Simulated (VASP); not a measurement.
Write the native input for VASP 6.6.1 that does the following.

| Property | Result |
| --- | --- |
| Task | single point |
| Functional | PBEsol |
| Potentials or basis | VASP PAW PBE potentials, release 64 (Pb_d, Se) |
| Cutoff | 500 eV |
| k mesh | 9 × 9 × 9 |
| Occupations | fermi-dirac, width 0.01 eV |
| Spin | no spin polarisation |
| Dipole correction | no |
| Further INCAR settings | ALGO = Normal; EDIFF = 1e-06; NBANDS = 17 |

The structure of PbSe lies in POSCAR:

```
PbSe
1.0
   -0.0612430000      3.0315285000      3.0315285000
    3.0315285000     -0.0612430000      3.0315285000
    3.0315285000      3.0315285000     -0.0612430000
Pb Se
1 1
Direct
    0.0000000000      0.0000000000      0.0000000000
    0.5000000000      0.5000000000      0.5000000000
```

This cell differs from its parent crystal: equal xy, yz and zx shear strains of -2 %.

The input as run:

INCAR

```
  PREC = Accurate
  ENCUT = 500
  EDIFF = 1E-6
  ISMEAR = -1
  SIGMA = 0.01
  LREAL = False
  LASPH = True
  NELM = 120
  ALGO = Normal
  ISIF = 2
  LWAVE = False
  LCHARG = False
  GGA = PS
  NBANDS = 17
  GGA_COMPAT = False
```

KPOINTS

```
regular mesh
0
Gamma
  9 9 9
```

Potentials or basis: VASP PAW PBE potentials, release 64 (Pb_d, Se).

Launch:

```sh
$ cat potpaw_PBE.64/Pb_d/POTCAR potpaw_PBE.64/Se/POTCAR > POTCAR
$ mpirun -np 1 vasp_std > vasp.out
```

It gave:

| Item | Value |
| --- | --- |
| Pressure | -0.6 GPa |
| Band gap on the k mesh | 0.47 eV (least direct gap 0.62 eV) |

Caveat: the cell differs from its parent crystal (equal xy, yz and zx shear strains of -2 %); the PAW data sets were made with another functional, which shifts forces and pressure a little; spin-orbit coupling is left out, which moves the levels of the heavy elements; an odd mesh through Γ misses points on the zone boundary, where band edges can lie.

Wall time 97 s on 1 thread of Intel Xeon 8259CL, on a shared host, peak memory 0.23 GiB.
